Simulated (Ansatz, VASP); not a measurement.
## Two plane-wave programs on AlN

```
Al N
1.0
     3.19396    0.00000    0.00000
    -1.59698    2.76605    0.00000
     0.00000    0.00000    3.99817
Al N
2 2
Direct
  0.33333 0.66667 0.75000
  0.66667 0.33333 0.25000
  0.33333 0.66667 0.25000
  0.66667 0.33333 0.75000
```

Change from the starting cell: mode 4 frozen in at +0.000 Å, equal normal strain along x, y and z -0.0250.

Alike in both runs: task single point; functional LDA; k mesh 9 × 9 × 6; occupations gaussian, width 0.05 eV; no spin polarisation.

|  | VASP | Ansatz |
| --- | --- | --- |
| version | VASP 6.6.1 | Ansatz 0.2.0 |
| potentials or method | VASP PAW LDA potentials, release 64 (Al, N), cutoff 520 eV | scalar-relativistic, plane waves, PAW |
| valence electrons in the cell | 16 | 16 |

|  | VASP | Ansatz | Ansatz less VASP |
| --- | --- | --- | --- |
| gap on the k mesh at the Fermi level (eV) | 4.11 | 4.13 | +0.017 |
| least direct gap on the mesh (eV) | 4.18 | 4.17 | -0.010 |
| pressure (GPa) | 20.8 | 19.9 | -0.95 |
| traceless stress, the component that is largest in VASP (GPa) | -2.23 | -2.04 | +0.187 |

Ansatz warns that its potentials were made for another functional, while VASP's fit it. LDA's correlation is that of Perdew and Zunger in VASP and of Perdew and Wang (1992) in Ansatz.
